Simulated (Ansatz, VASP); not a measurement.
**KCdCO3F: VASP beside Ansatz**

```
K Cd C O F
1.0
     5.23326    0.00000    0.00000
    -2.61663    4.53214    0.00000
     0.00000    0.00000    4.57674
K Cd C O F
1 1 1 3 1
Direct
  0.00000 0.00000 0.00000
  0.66667 0.33333 0.50000
  0.33333 0.66667 0.50000
  0.18787 0.37574 0.50000
  0.18787 0.81213 0.50000
  0.62426 0.81213 0.50000
  0.66667 0.33333 0.00000
```

Alike in both runs: task single point; functional PBE; k mesh 6 × 6 × 6; no spin polarisation.

```csv
,VASP,Ansatz
version,VASP 6.6.1,Ansatz 0.2.0
potentials or method,"VASP PAW PBE potentials, release 64 (K_sv, Cd, C, O, F)","plane waves, PAW"
plane-wave cutoff (eV),520,420
occupations,"gaussian, width 0.01 eV",fixed
valence electrons in the cell,50,58
```

```csv
,VASP,Ansatz,Ansatz less VASP
gap on the k mesh at the Fermi level (eV),1.51,1.53,+0.023
pressure (GPa),-4.5,-5.1,-0.59
"traceless stress, the component that is largest in VASP (GPa)",2.06,2.44,+0.375
rms of the force components (eV/Å),0.414,0.504,+0.0896
```

Atom by atom the forces differ by 0.090 eV/Å (rms over components). VASP's potentials hold 50 valence electrons a cell and Ansatz's 58, so a difference there can come from the potentials and not from the codes.
